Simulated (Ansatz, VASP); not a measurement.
**SiGe3: VASP beside Ansatz**

```
Si Ge
1.0
     4.01263    0.00000    0.00000
     0.00000    4.01263    0.00000
     0.00000    0.00000    5.67978
Si Ge
1 3
Direct
  0.50000 0.50000 0.00000
  0.50000 0.00000 0.75646
  0.00000 0.50000 0.24354
  0.00000 0.00000 0.50000
```

Alike in both runs: functional PBE; k mesh 10 × 10 × 6; occupations gaussian, width 0.01 eV; no spin polarisation.

Ansatz relaxed the structure, and its values are those at the end. VASP's run is a single point on that final structure, the one shown.

|  | VASP | Ansatz |
| --- | --- | --- |
| version | VASP 6.6.1 | Ansatz 0.2.0 |
| potentials or method | VASP PAW PBE potentials, release 64 (Si, Ge_d), cutoff 520 eV | scalar-relativistic, plane waves, PAW |
| valence electrons in the cell | 46 | 46 |

```tsv
	VASP	Ansatz	Ansatz less VASP
gap on the k mesh at the Fermi level (eV)	0.16	0.16	-0.003
least direct gap on the mesh (eV)	0.41	0.40	-0.004
pressure (GPa)	0.0	0.0	+0.04
```
